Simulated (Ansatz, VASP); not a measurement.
# One calculation of TiC, two programs

```
CELL_PARAMETERS angstrom
3.05119 0.00000 0.00000
-1.52560 2.64241 0.00000
0.00000 0.00000 2.68383
ATOMIC_POSITIONS crystal
Ti 0.00000 0.00000 0.00000
C 0.66667 0.33333 0.50000
```

Change from the starting cell: species swapped into the WC type (P-6m2, No. 187).

Alike in both runs: functional PBE; k mesh 6 × 6 × 6; occupations gaussian, width 0.1 eV; no spin polarisation.

Ansatz relaxed the structure, and its values are those at the end. VASP's run is a single point on that final structure, the one shown.

```csv
,VASP,Ansatz
version,VASP 6.6.1,Ansatz 0.2.0
potentials or method,"VASP PAW PBE potentials, release 64 (Ti_sv, C), cutoff 520 eV","scalar-relativistic, plane waves, PAW"
valence electrons in the cell,16,16
```

```csv
,VASP,Ansatz,Ansatz less VASP
gap on the k mesh at the Fermi level (eV),0.27,0.27,+0.001
least direct gap on the mesh (eV),0.38,0.38,-0.001
pressure (GPa),0.2,0.1,-0.18
```

The functional is the same, so the differences come from potentials, cutoffs and numerics.
